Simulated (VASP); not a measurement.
Wanted: the native input for a VASP 6.6.1 run.

```yaml
Task: single point
Functional: LDA
Potentials_or_basis: VASP PAW LDA potentials, release 64 (Ag)
Cutoff: 520 eV
k_mesh: 14 × 14 × 14
Occupations: fermi-dirac, width 0.1 eV
Spin: non-collinear spin, zero start, spin-orbit coupling
Starting_moments: "[[0.0, 0.0, 0.0]] μB"
Dipole_correction: no
Further_INCAR_settings: ALGO = Normal; EDIFF = 1e-06; NBANDS = 22
```

The structure of Ag lies in POSCAR:

```
Ag
1.0
   -1.5912945503      1.5912945503      1.5912945503
    1.5912945503     -1.5912945503      1.5912945503
    1.5912945503      1.5912945503     -1.5912945503
Ag
1
Direct
    0.0000000000      0.0000000000      0.0000000000
```

One way to write it, as run:

INCAR

```
SYSTEM = Ag
PREC     = Accurate       ! precision mode
ENCUT    = 520            ! plane-wave cutoff, eV
EDIFF    = 1E-6           ! SCF threshold, eV
ISMEAR   = -1             ! smearing method
SIGMA    = 0.1            ! smearing width, eV
LREAL    = .False.        ! projectors in reciprocal space
LASPH    = .True.         ! aspherical terms in the spheres
NELM     = 150            ! most SCF steps
ALGO     = Normal         ! electronic algorithm
ISIF     = 2              ! what is computed and relaxed
LWAVE    = .False.        ! write WAVECAR
LCHARG   = .True.         ! write CHGCAR
MAGMOM   = 0 0 0          ! initial moments
LORBIT   = 11             ! projections on sites
LSORBIT  = .True.         ! spin-orbit coupling
GGA_COMPAT= .False.      
LORBMOM  = .True.       
LMAXMIX  = 4              ! l up to which the mixer works
GGA      = CA             ! functional
LVHAR    = .True.       
NBANDS   = 22             ! bands
```

KPOINTS

```
Automatic mesh
0
Gamma
  14 14 14
  0 0 0
```

Potentials or basis: VASP PAW LDA potentials, release 64 (Ag).

Run with:

```bash
$ cat potpaw_LDA.64/Ag/POTCAR > POTCAR
$ mpirun -np 1 vasp_ncl > vasp.out
```

Results of the run:

```json
{"Pressure": "0.0 GPa", "Net moment": "0.00 μB per cell", "Valence electrons inside the program's atomic spheres": "Ag 9.94"}
```

It took 39 s on 1 thread of Intel(R) Xeon(R) Platinum 8488C (Sapphire Rapids), on a shared host, peak memory 0.18 GiB.
